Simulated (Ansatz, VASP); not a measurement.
# GaN: VASP beside Ansatz

INCAR

```
SYSTEM = GaN
ALGO = Normal ; EDIFF = 1E-6
ENCUT = 910 ; GGA = CA
GGA_COMPAT = .False. ; ISIF = 2
ISMEAR = -1 ; LASPH = .True.
LCHARG = .False. ; LREAL = .False.
LWAVE = .False. ; NBANDS = 16
NELM = 120 ; PREC = Accurate
SIGMA = 0.05
```

The input KPOINTS:

```
k-points
0
Gamma
  11 11 11
  0 0 0
```

Contents of POSCAR:

```
GaN
1.0
    0.0000000000      2.1063769354      2.1063769354
    2.1063769354      0.0000000000      2.1063769354
    2.1063769354      2.1063769354      0.0000000000
Ga N
1 1
Direct
    0.0000000000      0.0000000000      0.0000000000
    0.5000000000      0.5000000000      0.5000000000
```

The input input.yaml:

```yaml
crystal:
  lattice:
    - [0.0, 2.1063769354, 2.1063769354]
    - [2.1063769354, 0.0, 2.1063769354]
    - [2.1063769354, 2.1063769354, 0.0]
  atoms:
    - { symbol: Ga, position: [0.0, 0.0, 0.0] }
    - { symbol: "N", position: [0.5, 0.5, 0.5] }
hamiltonian:
  xc: lda
  pseudopotentials: { kind: paw }
kpoints:
  mp_grid: { grid: [11, 11, 11] }
scf:
  occupations: { method: fermi_dirac, width: 0.05 }
output:
  forces: true
  stress: true
  eigenvalues: true
  write_density: true
  write_potential: true
  elf: true
  volumetric_format: npy
```

Alike in both runs: task single point; functional LDA; k mesh 11 × 11 × 11; occupations fermi-dirac, width 0.05 eV; no spin polarisation.

|  | VASP | Ansatz |
| --- | --- | --- |
| version | VASP 6.6.1 | Ansatz 0.2.0 |
| potentials or method | VASP PAW LDA potentials, release 64 (Ga_d, N_h) | Ansatz PAW |
| plane-wave cutoff (eV) | 910 | 420 |
| valence electrons in the cell | 18 | 18 |

Ansatz gave:

```
gap on the k mesh at the Fermi level (eV) : 0.60
least direct gap on the mesh (eV)         : 2.93
```

**Question.** Which values does VASP return?

**Answer.** gap on the k mesh at the Fermi level (eV): 0.62; least direct gap on the mesh (eV): 2.96.

LDA's correlation is that of Perdew and Zunger in VASP and of Perdew and Wang (1992) in Ansatz.

Noted on VASP's run: the cutoff is short for stress, so the pressure is rough. Noted on Ansatz's run: odd divisions of the mesh miss points on the zone boundary, where band edges often lie, so the gap on the mesh can be too wide.
